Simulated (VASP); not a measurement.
Wanted: the native input for a VASP 6.6.1 run.

* Task: single point
* Functional: LDA
* Potentials or basis: VASP PAW LDA potentials, release 64 (Ge_d, S)
* Cutoff: 500 eV
* k mesh: 4 × 8 × 6
* Occupations: gaussian, width 0.02 eV
* Spin: no spin polarisation
* Dipole correction: no
* Further INCAR settings: ALGO = Normal; EDIFF = 1e-06; NBANDS = 50

The structure of GeS lies in POSCAR:

```
GeS
1.0
   10.1851252518      0.0000000000      0.0000000000
    0.0000000000      3.6419340763      0.0000000000
    0.0000000000      0.0000000000      4.0874435752
Ge S
4 4
Direct
    0.1185012980      0.2500000000      0.1191927930
    0.3814987020      0.7500000000      0.6191927930
    0.6185012980      0.2500000000      0.3808072070
    0.8814987020      0.7500000000      0.8808072070
    0.8530407535      0.2500000000      0.4927015610
    0.6469592465      0.7500000000     -0.0072984390
    0.3530407535      0.2500000000      1.0072984390
    0.1469592465      0.7500000000      0.5072984390
```

The input as run:

INCAR

```
  PREC = Accurate
  ENCUT = 500
  EDIFF = 1E-6
  ISMEAR = 0
  SIGMA = 0.02
  LREAL = F
  LASPH = T
  NELM = 120
  ALGO = Normal
  ISIF = 2
  LWAVE = F
  LCHARG = F
  GGA = CA
  NBANDS = 50
  GGA_COMPAT = F
```

KPOINTS

```
Automatic mesh
0
Gamma
  4 8 6
```

Potentials or basis: VASP PAW LDA potentials, release 64 (Ge_d, S).

Launch:

```console
$ cat potpaw_LDA.64/Ge_d/POTCAR potpaw_LDA.64/S/POTCAR > POTCAR
$ mpirun -np 1 vasp_std > vasp.out
```

It gave:

```json
{
 "Pressure": "0.0 GPa",
 "Largest force": "0.017 eV/Å",
 "Band gap on the k mesh": "0.70 eV (least direct gap 1.02 eV)"
}
```

Wall time 4.5 min on 1 thread of Intel(R) Xeon(R) Platinum 8488C (Sapphire Rapids), with other jobs on the host, peak memory 0.41 GiB.
